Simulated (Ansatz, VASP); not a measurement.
This is a calculation of AlNi3 for VASP 6.6.1.

Contents of INCAR:

```
SYSTEM = AlNi3
PREC     = Accurate       ! precision mode
ENCUT    = 520            ! plane-wave cutoff, eV
EDIFF    = 1E-6           ! SCF threshold, eV
ISMEAR   = -1             ! smearing method
SIGMA    = 0.05           ! smearing width, eV
LREAL    = .FALSE.        ! projectors in reciprocal space
LASPH    = .TRUE.         ! aspherical terms in the spheres
NELM     = 150            ! most SCF steps
ALGO     = Fast           ! electronic algorithm
ISIF     = 2              ! what is computed and relaxed
LWAVE    = .FALSE.        ! write WAVECAR
LCHARG   = .FALSE.        ! write CHGCAR
ISPIN    = 2              ! spin polarisation
MAGMOM   = 1 1 1 0        ! initial moments
LORBIT   = 11             ! projections on sites
LMAXMIX  = 4              ! l up to which the mixer works
GGA      = PS             ! functional
NBANDS   = 28             ! bands
```

Contents of KPOINTS:

```
regular mesh
0
G
  8 8 8
  0 0 0
```

Contents of POSCAR:

```
AlNi3
1.0
    0.0000000000      2.8387599407      2.8387599407
    2.8387599407      0.0000000000      2.8387599407
    2.8387599407      2.8387599407      0.0000000000
Ni Al
3 1
Direct
    0.7500000000      0.7500000000      0.7500000000
    0.0000000000      0.0000000000      0.0000000000
    0.2500000000      0.2500000000      0.2500000000
    0.5000000000      0.5000000000      0.5000000000
```

Potentials or basis: VASP PAW PBE potentials, release 64 (Ni, Al).

Run with:

```console
$ cat potpaw_PBE.64/Ni/POTCAR potpaw_PBE.64/Al/POTCAR > POTCAR
$ mpirun -np 1 vasp_std > vasp.out
```

Translate it to Ansatz 0.2.0. Potentials there: all-electron LAPW, scalar-relativistic.

As run (the cutoff follows the program's own potentials):

File input.yaml:

```yaml
crystal:
  lattice:
    - [0.0, 2.8387599407, 2.8387599407]
    - [2.8387599407, 0.0, 2.8387599407]
    - [2.8387599407, 2.8387599407, 0.0]
  atoms:
    - { symbol: Ni, position: [0.75, 0.75, 0.75], spin: 1.0 }
    - { symbol: Ni, position: [0.0, 0.0, 0.0], spin: 1.0 }
    - { symbol: Ni, position: [0.25, 0.25, 0.25], spin: 1.0 }
    - { symbol: Al, position: [0.5, 0.5, 0.5] }
kpoints:
  mp_grid: { grid: [8, 8, 8] }
scf:
  occupations: { method: fermi_dirac, width: 0.05 }
hamiltonian:
  xc: pbesol
  pseudopotentials: { kind: all_electron, lapw: { basis_error: 0.001 } }
magnetization:
  spin_polarized: true
output:
  forces: true
  stress: true
  eigenvalues: true
```

Potentials or basis: all-electron LAPW, scalar-relativistic.

Command:

```console
$ ansatz run input.yaml --threads 4 --pin off --max-ram 12288MiB --backend cpu --events-out ev --progress --plain --runs-dir out
```

Both were run:

|  | VASP | Ansatz | Ansatz less VASP |
| --- | --- | --- | --- |
| gap on the k mesh at the Fermi level (eV) | none | none | - |
| pressure (GPa) | -7.7 | -7.8 | -0.13 |
| net moment per atom (μB) | 0.00 | 0.00 | 0.000 |

VASP's potentials were made for PBE, not for PBEsol. A gap of «none» marks a metal or a gap that the smearing closes. Ansatz ran all-electron here, and VASP with PAW potentials.
